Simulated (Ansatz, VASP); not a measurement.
## Two plane-wave programs on Al3Cu2

File POSCAR:

```
Al3Cu2
1.0
    4.0919516368      0.0000000000      0.0000000000
   -2.0459758184      3.5437340685      0.0000000000
    0.0000000000      0.0000000000      4.9927787000
Al Cu
3 2
Direct
    0.0000000000      0.0000000000      0.0000000000
    0.3333333333      0.6666666667      0.3499253500
    0.6666666667      0.3333333333      0.6500746500
    0.3333333333      0.6666666667      0.8395121300
    0.6666666667      0.3333333333      0.1604878700
```

File INCAR.step1:

```
SYSTEM = Al3Cu2
ALGO = Normal
EDIFF = 1E-4
ENCUT = 520
GGA = PE
ISMEAR = 0
LASPH = .True.
LCHARG = .False.
LREAL = .False.
LWAVE = .True.
NBANDS = 24
NELM = 60
PREC = Accurate
SIGMA = 0.02
```

Contents of INCAR.step2:

```
SYSTEM = Al3Cu2
ALGO = Normal
EDIFF = 1E-7
ENCUT = 520
ISIF = 2
ISMEAR = 0
ISTART = 1
LASPH = .True.
LCHARG = .False.
LMIXTAU = .True.
LREAL = .False.
LWAVE = .False.
METAGGA = R2SCAN
NBANDS = 24
NELM = 60
PREC = Accurate
SIGMA = 0.02
```

The input KPOINTS:

```
k-points
0
Gamma
  12 12 8
  0 0 0
```

Input for Ansatz:

```yaml
crystal:
  lattice:
    - [4.0919516368, 0.0, 0.0]
    - [-2.0459758184, 3.5437340685, 0.0]
    - [0.0, 0.0, 4.9927787]
  atoms:
    - { symbol: Al, position: [0.0, 0.0, 0.0] }
    - { symbol: Al, position: [0.3333333333, 0.6666666667, 0.34992535] }
    - { symbol: Al, position: [0.6666666667, 0.3333333333, 0.65007465] }
    - { symbol: Cu, position: [0.3333333333, 0.6666666667, 0.83951213] }
    - { symbol: Cu, position: [0.6666666667, 0.3333333333, 0.16048787] }
basis:
  ecutwfc: 500
kpoints:
  mp_grid: { grid: [12, 12, 8] }
hamiltonian:
  xc: r2scan
scf:
  occupations: { method: gaussian, width: 0.02 }
output:
  forces: true
  stress: true
  eigenvalues: true
```

Alike in both runs: task single point; functional r2SCAN; k mesh 12 × 12 × 8; occupations gaussian, width 0.02 eV; no spin polarisation.

```csv
,VASP,Ansatz
version,VASP 6.6.1,Ansatz 0.2.0
potentials or method,"VASP PAW PBE potentials, release 64 (Al, Cu), cutoff 520 eV","scalar-relativistic, plane waves, PAW"
valence electrons in the cell,31,47
```

|  | VASP | Ansatz | Ansatz less VASP |
| --- | --- | --- | --- |
| gap on the k mesh at the Fermi level (eV) | none | none | - |
| pressure (GPa) | 0.4 | 0.5 | +0.11 |
| traceless stress, the component that is largest in VASP (GPa) | -0.39 | -0.41 | -0.017 |
| rms of the force components (eV/Å) | 0.007 | 0.008 | +0.0006 |

VASP's potentials were made for PBE, not for r2SCAN. Atom by atom the forces differ by 0.001 eV/Å (rms over components). A gap of «none» marks a metal or a gap that the smearing closes. VASP's potentials hold 31 valence electrons a cell and Ansatz's 47, so a difference there can come from the potentials and not from the codes.
